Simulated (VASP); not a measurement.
# I (a cell with a defect) in VASP: single point with PBE

Aim: the single point of I (a cell with a defect) with PBE.

Program: VASP 6.6.1. These are calculated values, not measurements. Logs are shortened: lines on timing, memory, paths and dates and some standing lists are left out, and cuts for length are marked.

### 1 The cell of the first run

The cell holds a defect, 15 atoms: a = 8.764 Å, b = 8.764 Å, c = 9.856 Å, α = 90.00°, β = 90.00°, γ = 66.92°.

### 2 Single point, PBE

The input, INCAR:

```
SYSTEM = I
PREC = Accurate
ENCUT = 520
EDIFF = 1E-6
ISMEAR = -1
SIGMA = 0.1
LREAL = Auto
LASPH = .TRUE.
NELM = 80
ALGO = Normal
ISIF = 2
LWAVE = .FALSE.
LCHARG = .FALSE.
GGA = PE
NBANDS = 66
```

The input, KPOINTS:

```
regular mesh
0
G
  2 2 2
  0 0 0
```

The input, POSCAR:

```
I
1.0
    7.3117060000      4.8324780000      0.0000000000
    7.3117060000     -4.8324780000      0.0000000000
    0.0000000000      0.0000000000     -9.8564430000
I
15
Direct
    0.0715243448      0.4283253483      0.8735779226
    0.1506824016      0.3491164141      0.3693456148
    0.2984303839      0.2013903146      0.6134204804
    0.0755844169      0.9288354819      0.8786510509
    0.1865375215      0.8343565079      0.3783165996
    0.4284653284      0.5755699815      0.1216229831
    0.3336492252      0.6872334526      0.6218962561
    0.5711595050      0.4240900305      0.8786796616
    0.6657117056      0.3131573846      0.3784171430
    0.9242572035      0.0714276613      0.1217031337
    0.8128436544      0.1660775440      0.6220138441
    0.4999198815      0.9997866165      0.9999425756
    0.7012036669      0.7984568774      0.3867548364
    0.9272401888      0.5725623196      0.1269464045
    0.8488571729      0.6508357852      0.6310583849
```

Potentials or basis: VASP PAW PBE potentials, release 64 (I).

On the command line:

```console
> cat potpaw_PBE.64/I/POTCAR > POTCAR
> mpirun -np 1 vasp_std > vasp.out
```

OUTCAR:

```text
SYSTEM = I
   PREC = Accurate
   ENCUT = 520
   EDIFF = 1E-6
   ISMEAR = -1
   LREAL = Auto
   LASPH = .TRUE.
   NELM = 80
   ISIF = 2
   GGA = PE

 ion  position               nearest neighbor table
   1  0.072  0.428  0.874-  14 2.86  15 3.22   3 3.37
   2  0.151  0.349  0.369-   3 2.80  14 3.22
   3  0.298  0.201  0.613-   2 2.80   1 3.37
   4  0.076  0.929  0.879-  10 2.79   7 3.50  11 3.50
   5  0.187  0.834  0.378-   7 2.79  10 3.50   6 3.50
   6  0.428  0.576  0.122-   8 2.79   9 3.50   5 3.50
   7  0.334  0.687  0.622-   5 2.79   4 3.50   8 3.51
   8  0.571  0.424  0.879-   6 2.79  11 3.50   7 3.51
   9  0.666  0.313  0.378-  11 2.79  10 3.50   6 3.50
  10  0.924  0.071  0.122-   4 2.79   5 3.50   9 3.50
  11  0.813  0.166  0.622-   9 2.79   8 3.50   4 3.50
  12  0.500  1.000  1.000-
  13  0.701  0.798  0.387-  15 2.80  14 3.37
  14  0.927  0.573  0.127-   1 2.86   2 3.22  13 3.37
  15  0.849  0.651  0.631-  13 2.80   1 3.22

  LATTYP: Found a base centered orthorhombic cell.
 ALAT       =     9.6649560000
 B/A-ratio  =     1.5130345136
 C/A-ratio  =     1.0198125061

  Lattice vectors:

 A1 = (  -7.3117060000,   4.8324780000,   0.0000000000)
 A2 = (   7.3117060000,   4.8324780000,   0.0000000000)
 A3 = (   0.0000000000,   0.0000000000,  -9.8564430000)

Analysis of symmetry for initial positions (statically):
=====================================================================
 Subroutine PRICEL returns:
 Original cell was already a primitive cell.

 Routine SETGRP: Setting up the symmetry group for a
 base centered orthorhombic supercell.

 Subroutine GETGRP returns: Found  1 space group operations
 (whereof  1 operations were pure point group operations)
 out of a pool of  8 trial point group operations.

The static configuration has the point symmetry C_1 .

Analysis of symmetry for dynamics (positions and initial velocities):
=====================================================================
 Subroutine PRICEL returns:
 Original cell was already a primitive cell.

 Routine SETGRP: Setting up the symmetry group for a
 base centered orthorhombic supercell.

 Subroutine GETGRP returns: Found  1 space group operations
 (whereof  1 operations were pure point group operations)
 out of a pool of  8 trial point group operations.

The dynamic configuration has the point symmetry C_1 .

 Subroutine INISYM returns: Found  1 space group operations
 (whereof  1 operations are pure point group operations),
 and found     1 'primitive' translations

----------------------------------------------------------------------------------------

                                     Primitive cell

  volume of cell :     696.5284

  direct lattice vectors                    reciprocal lattice vectors
     7.311706000  4.832478000  0.000000000     0.068383494  0.103466586  0.000000000
     7.311706000 -4.832478000  0.000000000     0.068383494 -0.103466586  0.000000000
     0.000000000  0.000000000 -9.856443000     0.000000000  0.000000000 -0.101456479

  length of vectors
     8.764353271  8.764353271  9.856443000     0.124022726  0.124022726  0.101456479

  position of ions in fractional coordinates (direct lattice)
     0.071524345  0.428325348  0.873577923
     0.150682402  0.349116414  0.369345615
     0.298430384  0.201390315  0.613420480
     0.075584417  0.928835482  0.878651051
     0.186537522  0.834356508  0.378316600
     0.428465328  0.575569982  0.121622983
     0.333649225  0.687233453  0.621896256
     0.571159505  0.424090030  0.878679662
     0.665711706  0.313157385  0.378417143
     0.924257203  0.071427661  0.121703134
     0.812843654  0.166077544  0.622013844
     0.499919881  0.999786617  0.999942576
     0.701203667  0.798456877  0.386754836
     0.927240189  0.572562320  0.126946405
     0.848857173  0.650835785  0.631058385

  ion indices of the primitive-cell ions
   primitive index   ion index
                 1           1
                 2           2
                 3           3
                 4           4
                 5           5
                 6           6
                 7           7
                 8           8
                 9           9
                10          10
                11          11
                12          12
                13          13
                14          14
                15          15

----------------------------------------------------------------------------------------

 KPOINTS: regular mesh

Automatic generation of k-mesh.
 Grid dimensions read from file:
 generate k-points for:    2    2    2

 Generating k-lattice:

  Cartesian coordinates                     Fractional coordinates (reciprocal lattice)
     0.034191747  0.051733293  0.000000000     0.500000000  0.000000000  0.000000000
     0.034191747 -0.051733293  0.000000000     0.000000000  0.500000000  0.000000000
     0.000000000  0.000000000 -0.050728239     0.000000000  0.000000000  0.500000000

  Length of vectors
     0.062011363  0.062011363  0.050728239

  Shift w.r.t. Gamma in fractional coordinates (k-lattice)
     0.000000000  0.000000000  0.000000000

 Subroutine IBZKPT returns following result:
 ===========================================

 Found      8 irreducible k-points:

 Following reciprocal coordinates:
            Coordinates               Weight
  0.000000  0.000000  0.000000      1.000000
  0.500000  0.000000  0.000000      1.000000
  0.000000  0.500000  0.000000      1.000000
  0.500000  0.500000  0.000000      1.000000
  0.000000  0.000000  0.500000      1.000000
  0.500000  0.000000  0.500000      1.000000
  0.000000  0.500000  0.500000      1.000000
  0.500000  0.500000  0.500000      1.000000
   k-points           NKPTS =      8   k-points in BZ     NKDIM =      8   number of bands    NBANDS=     66
   number of dos      NEDOS =    301   number of ions     NIONS =     15
   total plane-waves  NPLWV = 392000
   dimension x,y,z NGX =    70 NGY =   70 NGZ =   80
   dimension x,y,z NGXF=   140 NGYF=  140 NGZF=  160
   ions per type =              15
   NGX,Y,Z   is equivalent  to a cutoff of  13.28, 13.28, 13.49 a.u.
   NGXF,Y,Z  is equivalent  to a cutoff of  26.56, 26.56, 26.99 a.u.
 SYSTEM =  I
   PREC   = accura    normal or accurate (medium, high low for compatibility)
   ISTART =      0    job   : 0-new  1-cont  2-samecut
   ICHARG =      2    charge: 1-file 2-atom 10-const
   ISPIN  =      1    spin polarized calculation?
   LNONCOLLINEAR =      F non collinear calculations
   LSORBIT =      F    spin-orbit coupling
   LASPH  =      T    aspherical Exc in radial PAW
   ENCUT  =  520.0 eV  38.22 Ry    6.18 a.u.  16.30 16.30 18.33*2*pi/ulx,y,z
   NELM   =     80;   NELMIN=  2; NELMDL= -5     # of ELM steps
   EDIFF  = 0.1E-05   stopping-criterion for ELM
   LREAL  =      T    real-space projection
   EDIFFG = 0.1E-04   stopping-criterion for IOM
   NSW    =      0    number of steps for IOM
   IBRION =     -1    ionic relax: 0-MD 1-quasi-New 2-CG
   NFREE  =      0    steps in history (QN), initial steepest desc. (CG)
   ISIF   =      2    stress and relaxation
   ISYM   =      2    0-nonsym 1-usesym 2-fastsym
   POTIM  = 0.5000    time-step for ionic-motion
   TEBEG  =    0.0;   TEEND  =   0.0 temperature during run
   PSTRESS=    0.0 pullay stress
   NELECT =     105.0000    total number of electrons
   NUPDOWN=      -1.0000    fix difference up-down
   EMIN   =  10.00;   EMAX   =-10.00  energy-range for DOS
   EFERMI =   0.00;   METHOD = LEGACY
   ISMEAR =    -1;   SIGMA  =   0.10  broadening in eV -4-tet -1-fermi 0-gaus
   EFERMI_NEDOS =   21; number of points for ismear=-14 and -15
   IALGO  =     38    algorithm
   IMIX   =      4    mixing-type and parameters
     AMIX     =   0.40;   BMIX     =  1.00
     AMIX_MAG =   1.60;   BMIX_MAG =  1.00
  volume/ion in A,a.u.               =      46.44       313.36
  Fermi-wavevector in a.u.,A,eV,Ry     =   0.871281  1.646483 10.328602  0.759131
  Thomas-Fermi vector in A             =   1.990367
   LORBIT       =      0    0 simple, 1 ext, 2 COOP (PROOUT), +10 PAW based schemes
   GGA     = PE    functional components
   LHFCALC =     F    Hartree Fock is set to
   AEXX    =    0.0000 exact exchange contribution
   IVDW    =     0    specifies the selected vdW correction
   LEPSILON=     F    determine dielectric tensor
   LRPA    =     F    only Hartree local field effects (RPA)
 non-spin polarized calculation
  energy-cutoff  :      520.00
  volume of cell :      696.53
 maximum number of plane-waves:     18782
 NGX is ok and might be reduce to    70
   NGX = 33   NGY = 33   NGZ = 37

 number of electron     105.0000005 magnetization

 Free energy of the ion-electron system (eV)
  ---------------------------------------------------
  ext. energy  EPLUGINS =         0.00000000
  ---------------------------------------------------
  free energy    TOTEN  =       -21.65444630 eV

  energy without entropy =      -21.36582778  energy(sigma->0) =      -21.51013704

 E-fermi :   1.8769     XC(G=0):  -7.6348

 val. band max:        1.8451050351   @ k =   0.5000   0.5000   0.0000
 cond. band min:       2.6924706813   @ k =   0.0000   0.0000   0.0000
 fundamental gap:      0.8473656462
 Fermi energy:         1.8768629212

 k-point     1 :       0.0000    0.0000    0.0000
  band No.  band energies     occupation
      1     -11.5847      2.00000
      2     -11.2992      2.00000
      3     -11.1790      2.00000
      4     -11.1263      2.00000
      5     -11.0201      2.00000
      6     -10.9005      2.00000
[... 525 lines left out ...]
     63       8.1946      0.00000
     64       8.3272      0.00000
 [bands above 64 left out]

------------------------ aborting loop because EDIFF is reached ----------------------------------------

  FORCE on cell =-STRESS in cart. coord.  units (eV):
  Direction    XX          YY          ZZ          XY          YZ          ZX
  --------------------------------------------------------------------------------------
  -------------------------------------------------------------------------------------
  Total        3.4424500     -1.0883718     -3.7601835     -0.0010361      1.2946813     -0.0014002
  in kB        7.9184359     -2.5035084     -8.6492969     -0.0023833      2.9780683     -0.0032207
  external PRESSURE =      -1.0781231 kB  Pullay stress =       0.0000000 kB

 VOLUME and BASIS-vectors are now :
 -----------------------------------------------------------------------------
  energy-cutoff  :      520.00
  volume of cell :      696.53
      direct lattice vectors                 reciprocal lattice vectors
     7.311706000  4.832478000  0.000000000     0.068383494  0.103466586  0.000000000
     7.311706000 -4.832478000  0.000000000     0.068383494 -0.103466586  0.000000000
     0.000000000  0.000000000 -9.856443000     0.000000000  0.000000000 -0.101456479

 POSITION                                       TOTAL-FORCE (eV/Angst)
 -----------------------------------------------------------------------------------
      3.65475     -1.72423     -8.61037        -0.000338     -0.001989     -0.014384
      3.65438     -0.95893     -3.64043         0.000945      0.011857     -0.020369
      3.65454      0.46894     -6.04614         0.000744     -0.015514      0.012893
      7.34402     -4.12332     -8.66037         0.008785     -0.008132     -0.018096
      7.46448     -3.13057     -3.72886         0.001055      0.014113     -0.014103
      7.34121     -0.71088     -1.19877         0.008672      0.010173      0.016895
      7.46439     -1.70869     -6.12969         0.000342     -0.016858      0.013969
      7.27697      0.71071     -8.66066        -0.009285     -0.008234     -0.017658
      7.15720      1.70371     -3.72985        -0.001913      0.013762     -0.013619
      7.28016      4.12128     -1.19956        -0.008197      0.010243      0.016854
      7.15758      3.12548     -6.13084        -0.001622     -0.014063      0.013536
     10.96541     -2.41559     -9.85588        -0.001222      0.000189      0.000796
     10.96508     -0.46997     -3.81203         0.000703      0.015663     -0.012048
     10.96611      1.71397     -1.25124        -0.000074      0.000924      0.015445
     10.96531      0.95693     -6.21999         0.001404     -0.012134      0.019889
 -----------------------------------------------------------------------------------
    total drift:                                0.000013     -0.006041      0.000329

  FREE ENERGIE OF THE ION-ELECTRON SYSTEM (eV)
  ---------------------------------------------------
  free  energy   TOTEN  =       -21.6544462965 eV

  energy  without entropy=      -21.3658277763  energy(sigma->0) =      -21.51013704
```

It took 6.1 min on 1 thread of Intel Xeon 6975P-C (Granite Rapids), shared host; peak memory 0.8 GiB.

Results:

```yaml
Free_energy: -21.6544 eV
Pressure: -0.1 GPa
Largest_force: 0.024 eV/Å
Band_gap_on_the_k_mesh: zero (an odd number of electrons rules out a gap without spin polarisation)
```

Forces on the atoms (eV/Å):
```
I    0.000 -0.002 -0.014
I    0.001  0.012 -0.020
I    0.001 -0.016  0.013
I    0.009 -0.008 -0.018
I    0.001  0.014 -0.014
I    0.009  0.010  0.017
I    0.000 -0.017  0.014
I   -0.009 -0.008 -0.018
I   -0.002  0.014 -0.014
I   -0.008  0.010  0.017
I   -0.002 -0.014  0.014
I   -0.001  0.000  0.001
I    0.001  0.016 -0.012
I    0.000  0.001  0.015
I    0.001 -0.012  0.020
```

Levels at points of the mesh, in eV from the Fermi level:
| k point | band 51 | band 52 | band 53 | band 54 | band 55 | band 56 |
| --- | --- | --- | --- | --- | --- | --- |
| (0.00, 0.00, 0.00) | -0.25 | -0.18 | -0.17 | 0.82 | 1.19 | 1.44 |
| (0.50, 0.00, 0.00) | -0.31 | -0.15 | -0.12 | 0.97 | 1.12 | 1.14 |
| (0.00, 0.50, 0.00) | -0.31 | -0.15 | -0.12 | 0.97 | 1.12 | 1.14 |
| (0.50, 0.50, 0.00) | -0.30 | -0.18 | -0.03 | 0.83 | 1.19 | 1.48 |
| (0.00, 0.00, 0.50) | -0.23 | -0.20 | -0.19 | 0.98 | 1.00 | 1.12 |
| (0.50, 0.00, 0.50) | -0.42 | -0.19 | -0.11 | 1.23 | 1.32 | 1.33 |
| (0.00, 0.50, 0.50) | -0.42 | -0.19 | -0.11 | 1.23 | 1.32 | 1.33 |
| (0.50, 0.50, 0.50) | -0.33 | -0.14 | -0.13 | 1.07 | 1.09 | 1.13 |

Caveat: the k points lie up to 0.39 Å⁻¹ apart, too coarse for converged energies and pressures of a metal; spin-orbit coupling is left out, which moves the levels of the heavy elements; an odd number of electrons without spin polarisation forces a metal; a magnetic or distorted state may lie lower.

The gap in the log of VASP goes by the Fermi energy; the results here count the filled bands.